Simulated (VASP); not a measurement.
Input of a VASP 6.6.1 run:

The input INCAR:

```
SYSTEM = As
PREC = Accurate
ENCUT = 520
EDIFF = 1E-6
ISMEAR = -1
SIGMA = 0.1
LREAL = .False.
LASPH = .True.
NELM = 80
ALGO = Normal
ISIF = 2
LWAVE = .False.
LCHARG = .True.
GGA = RE
LELF = .True.
LVHAR = .True.
NBANDS = 14
```

File KPOINTS:

```
regular mesh
0
Gamma
  9 9 12
  0 0 0
```

The input POSCAR:

```
As
1.0
    4.6707976546      0.0000000000      0.0000000000
   -2.3353988273      4.0450294248      0.0000000000
    0.0000000000      0.0000000000      2.7233433155
As
3
Direct
    1.0000000000      1.0000000000      0.0000000000
    0.3333333333      0.6666666667      0.5000000000
    0.6666666667      0.3333333333      0.5000000000
```

Potentials or basis: VASP PAW PBE potentials, release 64 (As).

Launch:

```console
$ cat potpaw_PBE.64/As/POTCAR > POTCAR
$ mpirun -np 1 vasp_std > vasp.out
```

(1) Estimate the band gap on the k mesh.

(2) Estimate the pressure.

Answers

(1) zero (an odd number of electrons rules out a gap without spin polarisation).

(2) 13.4 GPa.

Caveat: the cell stands under pressure; the PAW data sets were made with another functional, which shifts forces and pressure a little.
